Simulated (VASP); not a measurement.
# Hf in VASP: a series of runs, part 2 of 2

VASP 6.6.1. Earlier steps stand in the parts before.

## 4. Relaxation of the atoms, PBE

INCAR

```
SYSTEM = Hf
PREC = Accurate ; ENCUT = 520
EDIFF = 1E-7 ; ISMEAR = -1
SIGMA = 0.1 ; LREAL = .FALSE.
LASPH = .TRUE. ; NELM = 80
ALGO = Normal ; ISIF = 2
LWAVE = .FALSE. ; LCHARG = .FALSE.
LDIPOL = .TRUE. ; IDIPOL = 3
DIPOL = 0.5 0.5 0.500 ; GGA = PE
IBRION = 2 ; NSW = 32
EDIFFG = -0.01
```

KPOINTS

```
regular mesh
0
G
  12 12 1
  0 0 0
```

POSCAR

```
Hf
1.0
    3.2032284304      0.0000000000      0.0000000000
   -1.6016142152      2.7740771949      0.0000000000
    0.0000000000      0.0000000000     21.0730000000
Hf
3
Direct
    0.0000000000      0.0000000000      0.3843068753
    0.3333333333      0.6666666667      0.5000000005
    0.0000000000      0.0000000000      0.6156931243
```

Potentials or basis: VASP PAW PBE potentials, release 64 (Hf_pv).

The run is started by

```bash
> cat potpaw_PBE.64/Hf_pv/POTCAR > POTCAR
> mpirun -np 1 vasp_std > vasp.out
```

OUTCAR:

```text
SYSTEM = Hf
   PREC = Accurate
   ENCUT = 520
   EDIFF = 1E-7
   ISMEAR = -1
   LREAL = .FALSE.
   LASPH = .TRUE.
   NELM = 80
   ISIF = 2
   GGA = PE
   IBRION = 2
   NSW = 32
   EDIFFG = -0.01

 ion  position               nearest neighbor table
   1  0.000  0.000  0.384-   2 3.06   2 3.06   2 3.06
   2  0.333  0.667  0.500-   3 3.06   3 3.06   3 3.06   1 3.06   1 3.06   1 3.06
   3  0.000  0.000  0.616-   2 3.06   2 3.06   2 3.06

  LATTYP: Found a hexagonal cell.
 ALAT       =     3.2032284304
 C/A-ratio  =     6.5786753764

  Lattice vectors:

 A1 = (   3.2032284304,   0.0000000000,   0.0000000000)
 A2 = (  -1.6016142152,   2.7740771949,   0.0000000000)
 A3 = (   0.0000000000,   0.0000000000,  21.0730000000)

Analysis of symmetry for initial positions (statically):
=====================================================================
 Subroutine PRICEL returns:
 Original cell was already a primitive cell.

 Routine SETGRP: Setting up the symmetry group for a
 hexagonal supercell.

 Subroutine GETGRP returns: Found 12 space group operations
 (whereof 12 operations were pure point group operations)
 out of a pool of 24 trial point group operations.

The static configuration has the point symmetry D_3h.

Analysis of symmetry for dynamics (positions and initial velocities):
=====================================================================
 Subroutine PRICEL returns:
 Original cell was already a primitive cell.

 Routine SETGRP: Setting up the symmetry group for a
 hexagonal supercell.

 Subroutine GETGRP returns: Found 12 space group operations
[... 125 lines left out ...]
   LHFCALC =     F    Hartree Fock is set to
   AEXX    =    0.0000 exact exchange contribution
   IVDW    =     0    specifies the selected vdW correction
   LEPSILON=     F    determine dielectric tensor
   LRPA    =     F    only Hartree local field effects (RPA)
 conjugate gradient relaxation of ions
 non-spin polarized calculation
  energy-cutoff  :      520.00
  volume of cell :      187.25
 maximum number of plane-waves:      5094
 NGX is ok and might be reduce to    24
   NGX = 11   NGY = 11   NGZ = 79

 dipolmoment           0.000000      0.000000      0.000000 electrons x Angstroem

--------------------------------------- Ionic step        1  -------------------------------------------

 number of electron      30.0000002 magnetization

 Free energy of the ion-electron system (eV)
  ---------------------------------------------------
  ext. energy  EPLUGINS =         0.00000000
  ---------------------------------------------------
  free energy    TOTEN  =       -27.88378521 eV

  energy without entropy =      -27.71890121  energy(sigma->0) =      -27.80134321

------------------------ aborting loop because EDIFF is reached ----------------------------------------

  FORCE on cell =-STRESS in cart. coord.  units (eV):
  Direction    XX          YY          ZZ          XY          YZ          ZX
  --------------------------------------------------------------------------------------
  -------------------------------------------------------------------------------------
  Total       -1.9117452     -1.9117452     -0.1734614      0.0000000     -0.0000000      0.0000000
  in kB      -16.3571553    -16.3571553     -1.4841599      0.0000000     -0.0000000      0.0000000
  external PRESSURE =     -11.3994902 kB  Pullay stress =       0.0000000 kB
[... 61 lines left out ...]
--------------------------------------- Ionic step        3  -------------------------------------------

 number of electron      30.0000002 magnetization

 dipolmoment           0.000000      0.000000     -0.000000 electrons x Angstroem

 Free energy of the ion-electron system (eV)
  ---------------------------------------------------
  ext. energy  EPLUGINS =         0.00000000
  ---------------------------------------------------
  free energy    TOTEN  =       -27.88398653 eV

  energy without entropy =      -27.71960286  energy(sigma->0) =      -27.80179469

 E-fermi :  -0.8774     XC(G=0):  -4.9679

 val. band max:       -0.9420917822   @ k =   0.3333   0.3333   0.0000
 cond. band min:      -0.8655763949   @ k =   0.3333   0.0000   0.0000
 fundamental gap:      0.0765153873
 Fermi energy:        -0.8774474365

 k-point     1 :       0.0000    0.0000    0.0000
  band No.  band energies     occupation
      1     -31.9365      2.00000
      2     -31.7723      2.00000
      3     -31.3387      2.00000
      4     -31.3387      2.00000
      5     -31.3313      2.00000
      6     -31.3313      2.00000
[... 407 lines left out ...]
     18      -0.5714      0.08957
     19      -0.2831      0.00523

------------------------ aborting loop because EDIFF is reached ----------------------------------------

 vacuum level on the upper side and lower side of the slab       (xc-potential included)        -0.009        -0.009

  FORCE on cell =-STRESS in cart. coord.  units (eV):
  Direction    XX          YY          ZZ          XY          YZ          ZX
  --------------------------------------------------------------------------------------
  -------------------------------------------------------------------------------------
  Total       -1.8694235     -1.8694235     -0.0564006      0.0000000      0.0000000      0.0000000
  in kB      -15.9950447    -15.9950447     -0.4825714      0.0000000      0.0000000      0.0000000
  external PRESSURE =     -10.8242203 kB  Pullay stress =       0.0000000 kB
[... 18 lines left out ...]
  FREE ENERGIE OF THE ION-ELECTRON SYSTEM (eV)
  ---------------------------------------------------
  free  energy   TOTEN  =       -27.8839865261 eV

  energy  without entropy=      -27.7196028553  energy(sigma->0) =      -27.80179469

 reached required accuracy - stopping structural energy minimisation

 vacuum level on the upper side and lower side of the slab         3.406         3.406
```

Run time: 2.9 min. Hardware: 1 thread of Intel Xeon Platinum 8259CL at 2.50GHz (Skylake/Cascade Lake), shared host; peak memory 0.31 GiB.

What came out:

```
Free energy                  : -27.8840 eV
Energy gained by relaxing    : 0.1 meV/atom
Ionic steps                  : 3
Largest force after relaxing : 0.010 eV/Å
Band gap on the k mesh       : zero (bands 15 and 16 overlap by 1.28 eV)
```

Forces in eV/Å, atoms in the order of the input:
```
Hf   0.000  0.000  0.010
Hf   0.000  0.000  0.000
Hf   0.000  0.000 -0.010
```

The path:
```
step  energy change (eV)  largest force (eV/Å)  pressure (GPa)
   1              0.0000                0.0334           -1.14
   2             -0.0001                0.0252           -1.12
   3             -0.0002                0.0098           -1.08
```

Final structure:
```yaml
crystal:
  lattice:
    - [3.20323, 0.00000, 0.00000]
    - [-1.60161, 2.77408, 0.00000]
    - [0.00000, 0.00000, 21.07300]
  atoms:
    - { symbol: Hf, position: [0.00000, 0.00000, 0.38452] }
    - { symbol: Hf, position: [0.33333, 0.66667, 0.50000] }
    - { symbol: Hf, position: [0.00000, 0.00000, 0.61548] }
```

Caveat: spin-orbit coupling is left out, which moves the levels of the heavy elements.

The gap in the log of VASP goes by the Fermi energy; the results here count the filled bands.